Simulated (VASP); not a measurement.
Input of a VASP 6.6.1 run:

File INCAR:

```
ALGO     = Normal         # electronic algorithm
EDIFF    = 1E-6           # SCF threshold, eV
ENCUT    = 910            # plane-wave cutoff, eV
GGA      = PE             # functional
GGA_COMPAT= False        
ISIF     = 2              # what is computed and relaxed
ISMEAR   = 0              # smearing method
LASPH    = True           # aspherical terms in the spheres
LCHARG   = False          # write CHGCAR
LREAL    = False          # projectors in reciprocal space
LWAVE    = False          # write WAVECAR
NBANDS   = 42             # bands
NELM     = 120            # most SCF steps
PREC     = Accurate       # precision mode
SIGMA    = 0.1            # smearing width, eV
```

File KPOINTS:

```
k-points
0
Gamma
  4 4 4
```

Contents of POSCAR:

```
ZnInC4N4
1.0
    6.1155938887      0.0000000000      0.0000000000
    0.0000000000      6.1155938887      0.0000000000
    0.0000000000      0.0000000000      6.1155938887
Zn In C N
1 1 4 4
Direct
    0.5000000000      0.5000000000      0.5000000000
    0.0000000000      0.0000000000      0.0000000000
    0.2043337101      0.2043337101      0.2043337101
    0.2043337101      0.7956662899      0.7956662899
    0.7956662899      0.2043337101      0.7956662899
    0.7956662899      0.7956662899      0.2043337101
    0.3149119734      0.3149119734      0.3149119734
    0.3149119734      0.6850880266      0.6850880266
    0.6850880266      0.3149119734      0.6850880266
    0.6850880266      0.6850880266      0.3149119734
```

Potentials or basis: VASP PAW PBE potentials, release 64 (Zn, In_d, C_h, N_h).

Run with:

```sh
$ cat potpaw_PBE.64/Zn/POTCAR potpaw_PBE.64/In_d/POTCAR potpaw_PBE.64/C_h/POTCAR potpaw_PBE.64/N_h/POTCAR > POTCAR
$ mpirun -np 1 vasp_std > vasp.out
```

Problem. What does it give for the pressure?

Solution. 0.2 GPa.

Problem. Predict the band gap on the k mesh.

Solution. Zero (an odd number of electrons rules out a gap without spin polarisation).

Problem. Predict the largest force.

Solution. 0.024 eV/Å.

Forces on the atoms (eV/Å):
```
Zn   0.000  0.000  0.000
In   0.000  0.000  0.000
C   -0.014 -0.014 -0.014
C   -0.014  0.014  0.014
C    0.014 -0.014  0.014
C    0.014  0.014 -0.014
N   -0.012 -0.012 -0.012
N   -0.012  0.012  0.012
N    0.012 -0.012  0.012
N    0.012  0.012 -0.012
```

Caveat: the cutoff is under 1.25 times the usual one of these potentials, so pressure, stress and relaxed cells hold a basis-set (Pulay) error; spin-orbit coupling is left out, which moves the levels of the heavy elements.
